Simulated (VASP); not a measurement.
# Cu (P6_3/mmc) in VASP: electric field gradients with LDA

Aim: the electric field gradients of Cu with LDA.

All numbers are computed with VASP 6.6.1; they aren't measurements. Logs are shortened: lines on timing, memory, paths and dates and some standing lists are left out, and cuts for length are marked.

## Step 1: The cell of the first run

It takes space group P6_3/mmc (No. 194, hexagonal). Conventional cell: a = 2.573 Å, b = 2.573 Å, c = 4.168 Å, α = 90.00°, β = 90.00°, γ = 120.00°. Cu (site symmetry -6m2) has 12 Cu at 2.56 to 2.57 Å within 3.4 Å.

## Step 2: Electric field gradients, LDA

Contents of INCAR:

```
PREC = Accurate
ENCUT = 520
EDIFF = 1E-8
ISMEAR = -1
SIGMA = 0.05
LREAL = False
LASPH = True
NELM = 80
ALGO = Normal
ISIF = 2
LWAVE = False
LCHARG = False
LEFG = True
NBANDS = 18
```

Contents of KPOINTS:

```
Automatic mesh
0
Gamma
  13 13 7
```

Contents of POSCAR:

```
Cu
1.0
    2.5730649657      0.0000000000      0.0000000000
   -1.2865324828      2.2283396258      0.0000000000
    0.0000000000      0.0000000000      4.1683652444
Cu
2
Direct
    0.3333333333      0.6666666667      0.2500000000
    0.6666666667      0.3333333333      0.7500000000
```

Potentials or basis: VASP PAW LDA potentials, release 64 (Cu).

Command:

```sh
> cat potpaw_LDA.64/Cu/POTCAR > POTCAR
> mpirun -np 1 vasp_std > vasp.out
```

OUTCAR:

```text
PREC = Accurate
   ENCUT = 520
   EDIFF = 1E-8
   ISMEAR = -1
   LREAL = False
   LASPH = True
   NELM = 80
   ISIF = 2

 ion  position               nearest neighbor table
   1  0.333  0.667  0.250-   2 2.56   2 2.56   2 2.56   2 2.56   2 2.56   2 2.56
   2  0.667  0.333  0.750-   1 2.56   1 2.56   1 2.56   1 2.56   1 2.56   1 2.56

  LATTYP: Found a hexagonal cell.
 ALAT       =     2.5730649657
 C/A-ratio  =     1.6200000000

  Lattice vectors:

 A1 = (   2.5730649657,   0.0000000000,   0.0000000000)
 A2 = (  -1.2865324828,   2.2283396258,   0.0000000000)
 A3 = (   0.0000000000,   0.0000000000,   4.1683652444)

Analysis of symmetry for initial positions (statically):
=====================================================================
 Subroutine PRICEL returns:
 Original cell was already a primitive cell.

 Routine SETGRP: Setting up the symmetry group for a
 hexagonal supercell.

 Subroutine GETGRP returns: Found 24 space group operations
 (whereof 12 operations were pure point group operations)
 out of a pool of 24 trial point group operations.

The static configuration has the point symmetry D_3d.
 The point group associated with its full space group is D_6h.

Analysis of symmetry for dynamics (positions and initial velocities):
=====================================================================
 Subroutine PRICEL returns:
 Original cell was already a primitive cell.

 Routine SETGRP: Setting up the symmetry group for a
 hexagonal supercell.

 Subroutine GETGRP returns: Found 24 space group operations
 (whereof 12 operations were pure point group operations)
 out of a pool of 24 trial point group operations.

The dynamic configuration has the point symmetry D_3d.
 The point group associated with its full space group is D_6h.

 Subroutine INISYM returns: Found 24 space group operations
 (whereof 12 operations are pure point group operations),
 and found     1 'primitive' translations

----------------------------------------------------------------------------------------

                                     Primitive cell

  volume of cell :      23.9000

  direct lattice vectors                    reciprocal lattice vectors
     2.573064966  0.000000000  0.000000000     0.388641567  0.224382313  0.000000000
    -1.286532483  2.228339626  0.000000000     0.000000000  0.448764627  0.000000000
     0.000000000  0.000000000  4.168365244     0.000000000  0.000000000  0.239902202

  length of vectors
     2.573064966  2.573064966  4.168365244     0.448764627  0.448764627  0.239902202

  position of ions in fractional coordinates (direct lattice)
     0.333333333  0.666666667  0.250000000
     0.666666667  0.333333333  0.750000000

  ion indices of the primitive-cell ions
   primitive index   ion index
                 1           1
                 2           2

----------------------------------------------------------------------------------------

 KPOINTS: Automatic mesh

Automatic generation of k-mesh.
 Grid dimensions read from file:
 generate k-points for:   13   13    7

 Generating k-lattice:

  Cartesian coordinates                     Fractional coordinates (reciprocal lattice)
     0.029895505  0.017260178  0.000000000     0.076923077 -0.000000000  0.000000000
     0.000000000  0.034520356  0.000000000     0.000000000  0.076923077  0.000000000
     0.000000000  0.000000000  0.034271743     0.000000000  0.000000000  0.142857143

  Length of vectors
     0.034520356  0.034520356  0.034271743

  Shift w.r.t. Gamma in fractional coordinates (k-lattice)
     0.000000000  0.000000000  0.000000000

 Subroutine IBZKPT returns following result:
 ===========================================

 Found     84 irreducible k-points:

 Following reciprocal coordinates:
            Coordinates               Weight
  0.000000  0.000000  0.000000      1.000000
  0.076923  0.000000  0.000000      6.000000
  0.153846  0.000000  0.000000      6.000000
  0.230769  0.000000  0.000000      6.000000
  0.307692  0.000000  0.000000      6.000000
  0.384615  0.000000  0.000000      6.000000
[... 16 lines left out ...]
  0.076923  0.000000  0.142857     12.000000
  0.153846  0.000000  0.142857     12.000000
 [... further k-points ...]
   k-points           NKPTS =     84   k-points in BZ     NKDIM =     84   number of bands    NBANDS=     18
   number of dos      NEDOS =    301   number of ions     NIONS =      2
   total plane-waves  NPLWV =  12800
   dimension x,y,z NGX =    20 NGY =   20 NGZ =   32
   dimension x,y,z NGXF=    40 NGYF=   40 NGZF=   64
   ions per type =               2
   NGX,Y,Z   is equivalent  to a cutoff of  12.92, 12.92, 12.76 a.u.
   NGXF,Y,Z  is equivalent  to a cutoff of  25.84, 25.84, 25.52 a.u.
 SYSTEM =  unknown system
   PREC   = accura    normal or accurate (medium, high low for compatibility)
   ISTART =      0    job   : 0-new  1-cont  2-samecut
   ICHARG =      2    charge: 1-file 2-atom 10-const
   ISPIN  =      1    spin polarized calculation?
   LNONCOLLINEAR =      F non collinear calculations
   LSORBIT =      F    spin-orbit coupling
   LASPH  =      T    aspherical Exc in radial PAW
   ENCUT  =  520.0 eV  38.22 Ry    6.18 a.u.   4.78  4.78  7.75*2*pi/ulx,y,z
   NELM   =     80;   NELMIN=  2; NELMDL= -5     # of ELM steps
   EDIFF  = 0.1E-07   stopping-criterion for ELM
   LREAL  =      F    real-space projection
   EDIFFG = 0.1E-06   stopping-criterion for IOM
   NSW    =      0    number of steps for IOM
   IBRION =     -1    ionic relax: 0-MD 1-quasi-New 2-CG
   NFREE  =      0    steps in history (QN), initial steepest desc. (CG)
   ISIF   =      2    stress and relaxation
   ISYM   =      2    0-nonsym 1-usesym 2-fastsym
   POTIM  = 0.5000    time-step for ionic-motion
   TEBEG  =    0.0;   TEEND  =   0.0 temperature during run
   PSTRESS=    0.0 pullay stress
   NELECT =      22.0000    total number of electrons
   NUPDOWN=      -1.0000    fix difference up-down
   EMIN   =  10.00;   EMAX   =-10.00  energy-range for DOS
   EFERMI =   0.00;   METHOD = LEGACY
   ISMEAR =    -1;   SIGMA  =   0.05  broadening in eV -4-tet -1-fermi 0-gaus
   EFERMI_NEDOS =   21; number of points for ismear=-14 and -15
   IALGO  =     38    algorithm
   IMIX   =      4    mixing-type and parameters
     AMIX     =   0.40;   BMIX     =  1.00
     AMIX_MAG =   1.60;   BMIX_MAG =  1.00
  volume/ion in A,a.u.               =      11.95        80.64
  Fermi-wavevector in a.u.,A,eV,Ry     =   1.592513  3.009414 34.505720  2.536099
  Thomas-Fermi vector in A             =   2.690887
   LORBIT       =      0    0 simple, 1 ext, 2 COOP (PROOUT), +10 PAW based schemes
   GGA     = CA    functional components
   LHFCALC =     F    Hartree Fock is set to
   AEXX    =    0.0000 exact exchange contribution
   IVDW    =     0    specifies the selected vdW correction
   LEPSILON=     F    determine dielectric tensor
   LRPA    =     F    only Hartree local field effects (RPA)
 non-spin polarized calculation
  energy-cutoff  :      520.00
  volume of cell :       23.90
 maximum number of plane-waves:       656
 NGX is ok and might be reduce to    20
   NGX =  9   NGY =  9   NGZ = 15

 number of electron      22.0000003 magnetization

 Free energy of the ion-electron system (eV)
  ---------------------------------------------------
  ext. energy  EPLUGINS =         0.00000000
  ---------------------------------------------------
  free energy    TOTEN  =        -9.31879826 eV

  energy without entropy =       -9.31576533  energy(sigma->0) =       -9.31728179

 E-fermi :   7.1962     XC(G=0): -13.0339

 val. band max:        7.1084064135   @ k =   0.3846   0.0000   0.4286
 cond. band min:       7.2423752953   @ k =   0.1538   0.1538   0.2857
 fundamental gap:      0.1339688818
 Fermi energy:         7.1961574452

 k-point     1 :       0.0000    0.0000    0.0000
  band No.  band energies     occupation
      1      -2.0684      2.00000
      2       2.1476      2.00000
      3       4.1724      2.00000
      4       4.2057      2.00000
      5       4.2057      2.00000
      6       4.4150      2.00000
[... 10 lines left out ...]
     17      30.2404      0.00000
     18      30.2404      0.00000
[... 463 lines left out ...]
 k-point    24 :       0.1538    0.0000    0.1429
  band No.  band energies     occupation
      1      -1.1452      2.00000
      2       2.4692      2.00000
      3       3.8945      2.00000
      4       3.9653      2.00000
      5       4.2258      2.00000
      6       4.3752      2.00000
[... 10 lines left out ...]
     17      28.0448      0.00000
     18      29.5604      0.00000

 [... further k-points ...]

------------------------ aborting loop because EDIFF is reached ----------------------------------------

  FORCE on cell =-STRESS in cart. coord.  units (eV):
  Direction    XX          YY          ZZ          XY          YZ          ZX
  --------------------------------------------------------------------------------------
  -------------------------------------------------------------------------------------
  Total       -2.1295377     -2.1295377     -1.6074562     -0.0000000      0.0000000      0.0000000
  in kB     -142.7571998   -142.7571998   -107.7585711     -0.0000000      0.0000000      0.0000000
  external PRESSURE =    -131.0909902 kB  Pullay stress =       0.0000000 kB

 VOLUME and BASIS-vectors are now :
 -----------------------------------------------------------------------------
  energy-cutoff  :      520.00
  volume of cell :       23.90
      direct lattice vectors                 reciprocal lattice vectors
     2.573064966  0.000000000  0.000000000     0.388641567  0.224382313  0.000000000
    -1.286532483  2.228339626  0.000000000     0.000000000  0.448764627  0.000000000
     0.000000000  0.000000000  4.168365244     0.000000000  0.000000000  0.239902202

 POSITION                                       TOTAL-FORCE (eV/Angst)
 -----------------------------------------------------------------------------------
     -0.00000      1.48556      1.04209         0.000000     -0.000000      0.000000
      1.28653      0.74278      3.12627        -0.000000      0.000000      0.000000
 -----------------------------------------------------------------------------------
    total drift:                               -0.000000      0.000000     -0.000000

  FREE ENERGIE OF THE ION-ELECTRON SYSTEM (eV)
  ---------------------------------------------------
  free  energy   TOTEN  =        -9.3187982591 eV

  energy  without entropy=       -9.3157653302  energy(sigma->0) =       -9.31728179

 Electric field gradients (V/A^2)
---------------------------------------------------------------------
 ion       V_xx      V_yy      V_zz      V_xy      V_xz      V_yz
---------------------------------------------------------------------
   1       2.506     2.504    -5.011    -0.002     0.000    -0.000
   2       2.506     2.504    -5.011    -0.002    -0.000     0.000
---------------------------------------------------------------------

 Electric field gradients after diagonalization (V/A^2)
 (convention: |V_zz| > |V_xx| > |V_yy|)
----------------------------------------------------------------------
 ion       V_xx      V_yy      V_zz     asymmetry (V_yy - V_xx)/ V_zz
----------------------------------------------------------------------
   1       2.507     2.503    -5.011       0.001
   2       2.507     2.503    -5.011       0.001
----------------------------------------------------------------------

           NMR quadrupolar parameters

 Cq : quadrupolar parameter    Cq=e*Q*V_zz/h
 eta: asymmetry parameters     (V_yy - V_xx)/ V_zz
 Q  : nuclear electric quadrupole moment in mb (millibarn)
----------------------------------------------------------------------
 ion       Cq(MHz)       eta       Q (mb)
----------------------------------------------------------------------
   1      -0.012       0.001       1.000
   2      -0.012       0.001       1.000
----------------------------------------------------------------------
```

Wall time 13 s (1 thread of Intel Xeon 6975P-C (Granite Rapids), shared host); peak memory 0.14 GiB.

Results:

* Free energy: -9.3188 eV
* Pressure: -13.1 GPa
* Band gap on the k mesh: zero (band 11 reaches 10.16 eV, above the bottom of band 12 at 5.28 eV)

Levels at points of the mesh, in eV from the Fermi level:
| k point | band 9 | band 10 | band 11 | band 12 | band 13 | band 14 |
| --- | --- | --- | --- | --- | --- | --- |
| (0.00, 0.00, 0.00) | -2.52 | -1.76 | -1.76 | -0.87 | 3.76 | 21.24 |

Electric field gradients, principal values (V/Å²):
```tsv
atom	least	middle	greatest (by size)
1 Cu	2.503	2.507	-5.011
2 Cu	2.503	2.507	-5.011
```

Caveat: without QUAD_EFG the Cq values of the log hold for a quadrupole moment of 1 mb, not for the nuclei.
